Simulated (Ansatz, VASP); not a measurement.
**Two plane-wave programs on KMgF3**

File POSCAR:

```
KMgF3
1.0
    3.8989834666      0.0000000000      0.0000000000
    0.0000000000      3.8989834666      0.0000000000
    0.0000000000      0.0000000000      3.8989834666
K Mg F
1 1 3
Direct
    0.5000000000      0.5000000000      0.5000000000
    0.0000000000      0.0000000000      0.0000000000
    0.5000000000      0.0000000000      0.0000000000
    0.0000000000      0.5000000000      0.0000000000
    0.0000000000      0.0000000000      0.5000000000
```

INCAR.step1

```
PREC     = Accurate       # precision mode
ENCUT    = 520            # plane-wave cutoff, eV
ISMEAR   = 0              # smearing method
SIGMA    = 0.01           # smearing width, eV
LREAL    = False          # projectors in reciprocal space
LASPH    = True           # aspherical terms in the spheres
NELM     = 80             # most SCF steps
NBANDS   = 24             # bands
GGA      = PE             # functional
ALGO     = Normal         # electronic algorithm
EDIFF    = 1E-4           # SCF threshold, eV
LWAVE    = True           # write WAVECAR
LCHARG   = False          # write CHGCAR
```

File INCAR.step2:

```
PREC     = Accurate       # precision mode
ENCUT    = 520            # plane-wave cutoff, eV
EDIFF    = 1E-6           # SCF threshold, eV
ISMEAR   = 0              # smearing method
SIGMA    = 0.01           # smearing width, eV
LREAL    = False          # projectors in reciprocal space
LASPH    = True           # aspherical terms in the spheres
NELM     = 80             # most SCF steps
ALGO     = Normal         # electronic algorithm
ISIF     = 2              # what is computed and relaxed
LWAVE    = False          # write WAVECAR
LCHARG   = False          # write CHGCAR
METAGGA  = R2SCAN         # meta-GGA
LMIXTAU  = True         
NBANDS   = 24             # bands
ISTART   = 1
```

Contents of KPOINTS:

```
regular mesh
0
Gamma
  6 6 6
```

Input for Ansatz:

```yaml
crystal:
  lattice:
    - [3.8989834666, 0.0, 0.0]
    - [0.0, 3.8989834666, 0.0]
    - [0.0, 0.0, 3.8989834666]
  atoms:
    - { symbol: K, position: [0.5, 0.5, 0.5] }
    - { symbol: Mg, position: [0.0, 0.0, 0.0] }
    - { symbol: F, position: [0.5, 0.0, 0.0] }
    - { symbol: F, position: [0.0, 0.5, 0.0] }
    - { symbol: F, position: [0.0, 0.0, 0.5] }
kpoints:
  mp_grid: { grid: [6, 6, 6] }
hamiltonian:
  xc: r2scan
scf:
  occupations: { method: fixed }
  n_extra_bands: 5
output:
  forces: true
  stress: true
  eigenvalues: true
```

Alike in both runs: task single point; functional r2SCAN; k mesh 6 × 6 × 6; no spin polarisation.

```csv
,VASP,Ansatz
version,VASP 6.6.1,Ansatz 0.2.0
potentials or method,"VASP PAW PBE potentials, release 64 (K_sv, Mg, F)","plane waves, PAW"
plane-wave cutoff (eV),520,500
occupations,"gaussian, width 0.01 eV",fixed
valence electrons in the cell,32,40
```

|  | VASP | Ansatz | Ansatz less VASP |
| --- | --- | --- | --- |
| gap on the k mesh at the Fermi level (eV) | 8.79 | 8.81 | +0.019 |
| pressure (GPa) | 5.0 | 5.6 | +0.61 |

VASP's potentials were made for PBE, not for r2SCAN. VASP's potentials hold 32 valence electrons a cell and Ansatz's 40, so a difference there can come from the potentials and not from the codes.
